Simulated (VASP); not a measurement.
# TlO7 (Pm-3m) in VASP: relaxation of cell and atoms with PBE

Aim: the relaxation of cell and atoms of TlO7 with PBE.

All numbers are computed with VASP 6.6.1; they aren't measurements. Logs are shortened: lines on timing, memory, paths and dates and some standing lists are left out, and cuts for length are marked.

## (1) The cell of the first run

It takes space group Pm-3m (No. 221, cubic). Conventional cell: a = 4.548 Å, b = 4.548 Å, c = 4.548 Å, α = 90.00°, β = 90.00°, γ = 90.00°. Tl (site symmetry m-3m) has 6 O at 1.73 Å within 2.3 Å. O (site symmetry 4mm) has 1 O at 1.09 Å within 1.5 Å. O (site symmetry m-3m) has 24 O at 3.26 Å and 8 Tl at 3.94 Å within 4.3 Å.

The cell was built from a structure type or drawn by symmetry, and may not be a known phase.

## (2) Relaxation of cell and atoms, PBE

Contents of INCAR:

```
PREC     = Accurate       # precision mode
ENCUT    = 600            # plane-wave cutoff, eV
EDIFF    = 1E-7           # SCF threshold, eV
ISMEAR   = 0              # smearing method
SIGMA    = 0.1            # smearing width, eV
LREAL    = F              # projectors in reciprocal space
LASPH    = T              # aspherical terms in the spheres
NELM     = 60             # most SCF steps
ALGO     = Normal         # electronic algorithm
ISIF     = 3              # what is computed and relaxed
LWAVE    = F              # write WAVECAR
LCHARG   = F              # write CHGCAR
GGA      = PE             # functional
IBRION   = 2              # ionic algorithm
NSW      = 90             # ionic steps
EDIFFG   = -0.04          # ionic threshold
```

Contents of KPOINTS:

```
Automatic mesh
0
Gamma
  4 4 4
```

Contents of POSCAR:

```
TlO7
1.0
    4.5479178400      0.0000000000      0.0000000000
    0.0000000000      4.5479178400      0.0000000000
    0.0000000000      0.0000000000      4.5479178400
Tl O
1 7
Direct
    0.5000000000      0.5000000000      0.5000000000
    0.1199885500      0.5000000000      0.5000000000
    0.8800114500      0.5000000000      0.5000000000
    0.5000000000      0.1199885500      0.5000000000
    0.5000000000      0.8800114500      0.5000000000
    0.5000000000      0.5000000000      0.1199885500
    0.5000000000      0.5000000000      0.8800114500
    0.0000000000      0.0000000000      0.0000000000
```

Potentials or basis: VASP PAW PBE potentials, release 64 (Tl_d, O).

Started as:

```console
> cat potpaw_PBE.64/Tl_d/POTCAR potpaw_PBE.64/O/POTCAR > POTCAR
> mpirun -np 1 vasp_std > vasp.out
```

OUTCAR:

```text
PREC = Accurate
   ENCUT = 600
   EDIFF = 1E-7
   ISMEAR = 0
   LREAL = F
   LASPH = T
   NELM = 60
   ISIF = 3
   GGA = PE
   IBRION = 2
   NSW = 90
   EDIFFG = -0.04

 ion  position               nearest neighbor table
   1  0.500  0.500  0.500-   2 1.73   3 1.73   4 1.73   5 1.73   6 1.73   7 1.73   2 2.82   4 2.82
                             6 2.82   7 2.82   5 2.82   3 2.82
   2  0.120  0.500  0.500-   3 1.09   1 1.73   1 2.82
   3  0.880  0.500  0.500-   2 1.09   1 1.73   1 2.82
   4  0.500  0.120  0.500-   5 1.09   1 1.73   1 2.82
   5  0.500  0.880  0.500-   4 1.09   1 1.73   1 2.82
   6  0.500  0.500  0.120-   7 1.09   1 1.73   1 2.82
   7  0.500  0.500  0.880-   6 1.09   1 1.73   1 2.82
   8  0.000  0.000  0.000-

  LATTYP: Found a simple cubic cell.
 ALAT       =     4.5479178400

  Lattice vectors:

 A1 = (   4.5479178400,   0.0000000000,   0.0000000000)
 A2 = (   0.0000000000,   4.5479178400,   0.0000000000)
 A3 = (   0.0000000000,   0.0000000000,   4.5479178400)

Analysis of symmetry for initial positions (statically):
=====================================================================
 Subroutine PRICEL returns:
 Original cell was already a primitive cell.

 Routine SETGRP: Setting up the symmetry group for a
 simple cubic supercell.

 Subroutine GETGRP returns: Found 48 space group operations
 (whereof 48 operations were pure point group operations)
 out of a pool of 48 trial point group operations.

The static configuration has the point symmetry O_h .

Analysis of symmetry for dynamics (positions and initial velocities):
=====================================================================
 Subroutine PRICEL returns:
 Original cell was already a primitive cell.

 Routine SETGRP: Setting up the symmetry group for a
 simple cubic supercell.

 Subroutine GETGRP returns: Found 48 space group operations
 (whereof 48 operations were pure point group operations)
 out of a pool of 48 trial point group operations.

The dynamic configuration has the point symmetry O_h .

 Subroutine INISYM returns: Found 48 space group operations
 (whereof 48 operations are pure point group operations),
 and found     1 'primitive' translations

----------------------------------------------------------------------------------------

                                     Primitive cell

  volume of cell :      94.0671

  direct lattice vectors                    reciprocal lattice vectors
     4.547917840  0.000000000  0.000000000     0.219880841  0.000000000  0.000000000
     0.000000000  4.547917840  0.000000000     0.000000000  0.219880841  0.000000000
     0.000000000  0.000000000  4.547917840     0.000000000  0.000000000  0.219880841

  length of vectors
     4.547917840  4.547917840  4.547917840     0.219880841  0.219880841  0.219880841

  position of ions in fractional coordinates (direct lattice)
     0.500000000  0.500000000  0.500000000
     0.119988550  0.500000000  0.500000000
     0.880011450  0.500000000  0.500000000
     0.500000000  0.119988550  0.500000000
     0.500000000  0.880011450  0.500000000
     0.500000000  0.500000000  0.119988550
     0.500000000  0.500000000  0.880011450
     0.000000000  0.000000000  0.000000000

  ion indices of the primitive-cell ions
   primitive index   ion index
                 1           1
                 2           2
                 3           3
                 4           4
                 5           5
                 6           6
                 7           7
                 8           8

----------------------------------------------------------------------------------------

 KPOINTS: Automatic mesh

Automatic generation of k-mesh.
 Grid dimensions read from file:
 generate k-points for:    4    4    4

[... 37 lines left out ...]
   NGXF,Y,Z  is equivalent  to a cutoff of  26.32, 26.32, 26.32 a.u.
 SYSTEM =  unknown system
   PREC   = accura    normal or accurate (medium, high low for compatibility)
   ISTART =      0    job   : 0-new  1-cont  2-samecut
   ICHARG =      2    charge: 1-file 2-atom 10-const
   ISPIN  =      1    spin polarized calculation?
   LNONCOLLINEAR =      F non collinear calculations
   LSORBIT =      F    spin-orbit coupling
   LASPH  =      T    aspherical Exc in radial PAW
   ENCUT  =  600.0 eV  44.10 Ry    6.64 a.u.   9.08  9.08  9.08*2*pi/ulx,y,z
   NELM   =     60;   NELMIN=  2; NELMDL= -5     # of ELM steps
   EDIFF  = 0.1E-06   stopping-criterion for ELM
   LREAL  =      F    real-space projection
   EDIFFG = -.4E-01   stopping-criterion for IOM
   NSW    =     90    number of steps for IOM
   IBRION =      2    ionic relax: 0-MD 1-quasi-New 2-CG
   NFREE  =      1    steps in history (QN), initial steepest desc. (CG)
   ISIF   =      3    stress and relaxation
   ISYM   =      2    0-nonsym 1-usesym 2-fastsym
   POTIM  = 0.5000    time-step for ionic-motion
   TEBEG  =    0.0;   TEEND  =   0.0 temperature during run
   PSTRESS=    0.0 pullay stress
   NELECT =      55.0000    total number of electrons
   NUPDOWN=      -1.0000    fix difference up-down
   EMIN   =  10.00;   EMAX   =-10.00  energy-range for DOS
   EFERMI =   0.00;   METHOD = LEGACY
   ISMEAR =     0;   SIGMA  =   0.10  broadening in eV -4-tet -1-fermi 0-gaus
   EFERMI_NEDOS =   21; number of points for ismear=-14 and -15
   IALGO  =     38    algorithm
   IMIX   =      4    mixing-type and parameters
     AMIX     =   0.40;   BMIX     =  1.00
     AMIX_MAG =   1.60;   BMIX_MAG =  1.00
  volume/ion in A,a.u.               =      11.76        79.35
  Fermi-wavevector in a.u.,A,eV,Ry     =   1.368936  2.586914 25.497121  1.873986
  Thomas-Fermi vector in A             =   2.494856
   LORBIT       =      0    0 simple, 1 ext, 2 COOP (PROOUT), +10 PAW based schemes
   GGA     = PE    functional components
   LHFCALC =     F    Hartree Fock is set to
   AEXX    =    0.0000 exact exchange contribution
   IVDW    =     0    specifies the selected vdW correction
   LEPSILON=     F    determine dielectric tensor
   LRPA    =     F    only Hartree local field effects (RPA)
 conjugate gradient relaxation of ions
 non-spin polarized calculation
 Gauss-broadening in eV      SIGMA  =   0.10
  energy-cutoff  :      600.00
  volume of cell :       94.07
 maximum number of plane-waves:      3178
   NGX = 19   NGY = 19   NGZ = 19

--------------------------------------- Ionic step        1  -------------------------------------------

 number of electron      55.0000025 magnetization

 Free energy of the ion-electron system (eV)
  ---------------------------------------------------
  ext. energy  EPLUGINS =         0.00000000
  ---------------------------------------------------
  free energy    TOTEN  =        -5.00266272 eV

  energy without entropy =       -4.90148626  energy(sigma->0) =       -4.95207449

------------------------ aborting loop because EDIFF is reached ----------------------------------------

  FORCE on cell =-STRESS in cart. coord.  units (eV):
  Direction    XX          YY          ZZ          XY          YZ          ZX
  --------------------------------------------------------------------------------------
  -------------------------------------------------------------------------------------
  Total       86.8653252     86.8653252     86.8653252     -0.0000000      0.0000000     -0.0000000
  in kB     1479.5144166   1479.5144166   1479.5144166     -0.0000000      0.0000000     -0.0000000
  external PRESSURE =    1479.5144166 kB  Pullay stress =       0.0000000 kB
[... 29 lines left out ...]
--------------------------------------- Ionic step        2  -------------------------------------------

 number of electron      54.9999956 magnetization

------------------------ aborting loop EDIFF was not reached (unconverged)  ----------------------------

  FORCE on cell =-STRESS in cart. coord.  units (eV):
  Direction    XX          YY          ZZ          XY          YZ          ZX
  --------------------------------------------------------------------------------------
  -------------------------------------------------------------------------------------
  Total      -71.4294227    -71.4294227    -71.4294227      0.0000000     -0.0000000      0.0000000
  in kB     -343.8294950   -343.8294950   -343.8294950      0.0000000     -0.0000000      0.0000000
  external PRESSURE =    -343.8294950 kB  Pullay stress =       0.0000000 kB
[... 65 lines left out ...]
  FREE ENERGIE OF THE ION-ELECTRON SYSTEM (eV)
  ---------------------------------------------------
  free  energy   TOTEN  =       -17.6830552077 eV

  energy  without entropy=      -17.4912658850  energy(sigma->0) =      -17.58716055

 E-fermi :   1.0946     XC(G=0):  -6.8135

 val. band max:        1.0718626068   @ k =   0.5000   0.2500   0.2500
 cond. band min:       1.1393808633   @ k =   0.5000   0.5000   0.0000
 fundamental gap:      0.0675182565
 Fermi energy:         1.0946367418

 k-point     1 :       0.0000    0.0000    0.0000
  band No.  band energies     occupation
      1     -47.4144      2.00000
      2     -47.4132      2.00000
      3     -47.4132      2.00000
      4     -21.3024      2.00000
      5     -21.3024      2.00000
      6     -21.3024      2.00000
[... 349 lines left out ...]
     32       4.7655      0.00000
     33       5.3899      0.00000

[... ionic steps 4 to 15 ...]

--------------------------------------- Ionic step       16  -------------------------------------------

 number of electron      55.0000067 magnetization

------------------------ aborting loop EDIFF was not reached (unconverged)  ----------------------------

  FORCE on cell =-STRESS in cart. coord.  units (eV):
  Direction    XX          YY          ZZ          XY          YZ          ZX
  --------------------------------------------------------------------------------------
  -------------------------------------------------------------------------------------
  Total        5.2539727      5.2539727      5.2539727     -0.0000000      0.0000000      0.0000000
  in kB       45.6579294     45.6579294     45.6579294     -0.0000000      0.0000000      0.0000000
  external PRESSURE =      45.6579294 kB  Pullay stress =       0.0000000 kB
[... 71 lines left out ...]
--------------------------------------- Ionic step       18  -------------------------------------------

 number of electron      54.9999992 magnetization

 Free energy of the ion-electron system (eV)
  ---------------------------------------------------
  ext. energy  EPLUGINS =         0.00000000
  ---------------------------------------------------
  free energy    TOTEN  =       -26.68269206 eV

  energy without entropy =      -26.46678224  energy(sigma->0) =      -26.57473715

 E-fermi :  -2.4317     XC(G=0):  -6.5921

 val. band max:       -2.4324470515   @ k =   0.5000   0.2500   0.0000
 cond. band min:      -2.4232976974   @ k =   0.5000   0.5000   0.5000
 fundamental gap:      0.0091493541
 Fermi energy:        -2.4316549906

 k-point     1 :       0.0000    0.0000    0.0000
  band No.  band energies     occupation
      1     -27.4266      2.00000
      2     -27.3716      2.00000
      3     -27.3716      2.00000
      4     -17.2749      2.00000
      5     -17.0539      2.00000
      6     -17.0539      2.00000
[... 384 lines left out ...]
  FREE ENERGIE OF THE ION-ELECTRON SYSTEM (eV)
  ---------------------------------------------------
  free  energy   TOTEN  =       -26.6826920621 eV

  energy  without entropy=      -26.4667822443  energy(sigma->0) =      -26.57473715

 reached required accuracy - stopping structural energy minimisation
```

It took 33 min on 1 thread of AMD EPYC 7R43 (Zen 3), shared host; peak memory 0.17 GiB.

Results:

* Free energy: -26.6827 eV
* Relaxed volume: 23.90 Å³/atom
* Relaxed cell: a = 5.761 Å, b = 5.761 Å, c = 5.761 Å, α = 90.00°, β = 90.00°, γ = 90.00°
* Space group after relaxing (to 0.1 Å): Pm-3m (No. 221)
* Pressure after relaxing: -0.2 GPa
* Largest force after relaxing: 0.025 eV/Å
* Band gap on the k mesh: zero (an odd number of electrons rules out a gap without spin polarisation)

Forces on the atoms (eV/Å):
```
Tl   0.000  0.000  0.000
O    0.025  0.000  0.000
O   -0.025  0.000  0.000
O    0.000  0.025  0.000
O    0.000 -0.025  0.000
O    0.000  0.000  0.025
O    0.000  0.000 -0.025
O    0.000  0.000  0.000
```

Final structure:
```yaml
crystal:
  lattice:
    - [5.76059, 0.00000, 0.00000]
    - [0.00000, 5.76059, 0.00000]
    - [0.00000, 0.00000, 5.76059]
  atoms:
    - { symbol: Tl, position: [0.50000, 0.50000, 0.50000] }
    - { symbol: O, position: [0.10968, 0.50000, 0.50000] }
    - { symbol: O, position: [0.89032, 0.50000, 0.50000] }
    - { symbol: O, position: [0.50000, 0.10968, 0.50000] }
    - { symbol: O, position: [0.50000, 0.89032, 0.50000] }
    - { symbol: O, position: [0.50000, 0.50000, 0.10968] }
    - { symbol: O, position: [0.50000, 0.50000, 0.89032] }
    - { symbol: O, position: [0.00000, 0.00000, 0.00000] }
```

Caveat: the standard files for N, O and F lose accuracy on very short bonds; the volume moved by over 15 % at a fixed basis, so the end points are rough; spin-orbit coupling is left out, which moves the levels of the heavy elements; an odd number of electrons without spin polarisation forces a metal; a magnetic or distorted state may lie lower.
